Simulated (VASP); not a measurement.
# Bi (I4/mcm) in VASP: a series of runs, part 2 of 2

VASP 6.6.1. The steps go on from the part before.

## 4. Single point, PBE

This run uses another cell than the first one, of 40.08 Å³/atom.

Contents of INCAR:

```
PREC = Accurate
ENCUT = 520
EDIFF = 1E-7
ISMEAR = -1
SIGMA = 0.05
LREAL = False
LASPH = True
NELM = 100
ALGO = Fast
ISIF = 2
LWAVE = False
LCHARG = False
GGA = PE
NBANDS = 38
```

Contents of KPOINTS:

```
regular mesh
0
Gamma
  7 7 7
```

Contents of POSCAR:

```
Bi
1.0
   -4.4198830196      4.4198830196      2.0517682803
    4.4198830196     -4.4198830196      2.0517682803
    4.4198830196      4.4198830196     -2.0517682803
Bi
4
Direct
    0.1456555000      0.3543445000      0.5000000000
    0.8543445000      0.6456555000      0.5000000000
    0.6456555000      0.1456555000      0.7913110000
    0.3543445000      0.8543445000      0.2086890000
```

Potentials or basis: VASP PAW PBE potentials, release 64 (Bi_d).

The run is started by

```sh
cat potpaw_PBE.64/Bi_d/POTCAR > POTCAR
mpirun -np 1 vasp_std > vasp.out
```

OUTCAR:

```text
PREC = Accurate
   ENCUT = 520
   EDIFF = 1E-7
   ISMEAR = -1
   LREAL = False
   LASPH = True
   NELM = 100
   ISIF = 2
   GGA = PE

 ion  position               nearest neighbor table
   1  0.146  0.354  0.500-   3 3.29   4 3.29   3 3.29   4 3.29   2 3.32   2 3.32   2 3.64
   2  0.854  0.646  0.500-   3 3.29   4 3.29   3 3.29   4 3.29   1 3.32   1 3.32   1 3.64
   3  0.646  0.146  0.791-   1 3.29   2 3.29   1 3.29   2 3.29   4 3.32   4 3.32   4 3.64
   4  0.354  0.854  0.209-   1 3.29   2 3.29   1 3.29   2 3.29   3 3.32   3 3.32   3 3.64

  LATTYP: Found a body centered tetragonal cell.
 ALAT       =     8.8397660392
 C/A-ratio  =     0.4642132543

  Lattice vectors:

 A1 = (  -4.4198830196,   4.4198830196,   2.0517682803)
 A2 = (   4.4198830196,  -4.4198830196,   2.0517682803)
 A3 = (   4.4198830196,   4.4198830196,  -2.0517682803)

Analysis of symmetry for initial positions (statically):
=====================================================================
 Subroutine PRICEL returns:
 Original cell was already a primitive cell.

[... 175 lines left out ...]

 E-fermi :   5.1810     XC(G=0):  -8.7032

 val. band max:        5.1720010647   @ k =   0.2857   0.1429   0.1429
 cond. band min:       5.1880375332   @ k =  -0.4286   0.4286   0.0000
 fundamental gap:      0.0160364685
 Fermi energy:         5.1810039651

 k-point     1 :       0.0000    0.0000    0.0000
  band No.  band energies     occupation
      1     -17.7866      2.00000
      2     -17.7866      2.00000
      3     -17.7639      2.00000
      4     -17.7406      2.00000
      5     -17.7406      2.00000
      6     -17.7390      2.00000
[... 973 lines left out ...]
     37       9.6700      0.00000
     38      10.1553      0.00000

 [... further k-points ...]

------------------------ aborting loop because EDIFF is reached ----------------------------------------

  FORCE on cell =-STRESS in cart. coord.  units (eV):
  Direction    XX          YY          ZZ          XY          YZ          ZX
  --------------------------------------------------------------------------------------
  -------------------------------------------------------------------------------------
  Total        0.7979964      0.7979964      1.0473967      0.0000000     -0.0000000      0.0000000
  in kB        7.9744673      7.9744673     10.4667521      0.0000000     -0.0000000      0.0000000
  external PRESSURE =       8.8052289 kB  Pullay stress =       0.0000000 kB

 VOLUME and BASIS-vectors are now :
 -----------------------------------------------------------------------------
  energy-cutoff  :      520.00
  volume of cell :      160.33
      direct lattice vectors                 reciprocal lattice vectors
    -4.419883020  4.419883020  2.051768280     0.000000000  0.113125166  0.243692236
     4.419883020 -4.419883020  2.051768280     0.113125166  0.000000000  0.243692236
     4.419883020  4.419883020 -2.051768280     0.113125166  0.113125166  0.000000000

 POSITION                                       TOTAL-FORCE (eV/Angst)
 -----------------------------------------------------------------------------------
      3.13232      1.28756      0.00000        -0.025909      0.025909     -0.000000
      1.28756      3.13232      2.05177         0.025909     -0.025909      0.000000
      1.28756      5.70744     -0.00000         0.025909      0.025909     -0.000000
      3.13232     -1.28756      2.05177        -0.025909     -0.025909      0.000000
 -----------------------------------------------------------------------------------
    total drift:                               -0.000000     -0.000000     -0.000000

  FREE ENERGIE OF THE ION-ELECTRON SYSTEM (eV)
  ---------------------------------------------------
  free  energy   TOTEN  =       -14.7355351365 eV

  energy  without entropy=      -14.7074666735  energy(sigma->0) =      -14.72150090
```

stdout:

```text
POSCAR found type information on POSCAR Bi
 POSCAR found :  1 types and       4 ions
 scaLAPACK will be used
 LDA part: xc-table for (Slater+PW92), standard interpolation
 POSCAR, INCAR and KPOINTS ok, starting setup
 FFT: planning ... GRIDC
 FFT: planning ... GRID_SOFT
 FFT: planning ... GRID
 WAVECAR not read
 entering main loop
```

Run time: 14 min. Hardware: 1 thread of Intel Xeon 8259CL, shared host; peak memory 0.43 GiB.

Results:

| Item | Value |
| --- | --- |
| Free energy | -14.7355 eV |
| Pressure | 0.9 GPa |
| Largest force | 0.037 eV/Å |
| Band gap on the k mesh | zero (bands 30 and 31 overlap by 1.49 eV) |

Forces on the atoms (eV/Å):
```
Bi  -0.026  0.026  0.000
Bi   0.026 -0.026  0.000
Bi   0.026  0.026  0.000
Bi  -0.026 -0.026  0.000
```

Stress tensor (GPa, compression positive):
```
0.80 0.00 0.00
0.00 0.80 0.00
0.00 0.00 1.05
```

Levels at points of the mesh, in eV from the Fermi level:
| k point | band 27 | band 28 | band 29 | band 30 | band 31 | band 32 | band 33 | band 34 |
| --- | --- | --- | --- | --- | --- | --- | --- | --- |
| (0.00, 0.00, 0.00) | -1.27 | -1.27 | -0.60 | -0.40 | -0.04 | -0.04 | 3.01 | 3.01 |

Caveat: spin-orbit coupling is left out, which moves the levels of the heavy elements.

## 5. The runs side by side

| cell | further INCAR settings | gap on the mesh (eV) | pressure (GPa) | largest force (eV/Å) |
| --- | --- | --- | --- | --- |
| a = 6.488 Å, angles 95.6, 95.6, 143.7°, 4 atoms | ALGO = Fast; EDIFF = 1e-06; NBANDS = 38 | none | 2.8 | 0.19 |
| a = 6.534 Å, angles 95.6, 95.6, 143.7°, 4 atoms | ALGO = Fast; EDIFF = 1e-06; NBANDS = 38 | none | 1.8 | 0.11 |
| a = 6.579 Å, angles 95.6, 95.6, 143.7°, 4 atoms | ALGO = Fast; EDIFF = 1e-07; NBANDS = 38 | none | 0.9 | 0.04 |

Alike in all rows: task single point; level PBE; potentials or basis VASP PAW PBE potentials, release 64 (Bi_d); no spin polarisation; k mesh 7 × 7 × 7; cutoff (eV) 520; smearing fermi-dirac 0.05 eV.

Caveats: spin-orbit coupling is left out, which moves the levels of the heavy elements.

Total energies depend on the potentials used, so only differences within one code and one set of settings carry meaning.
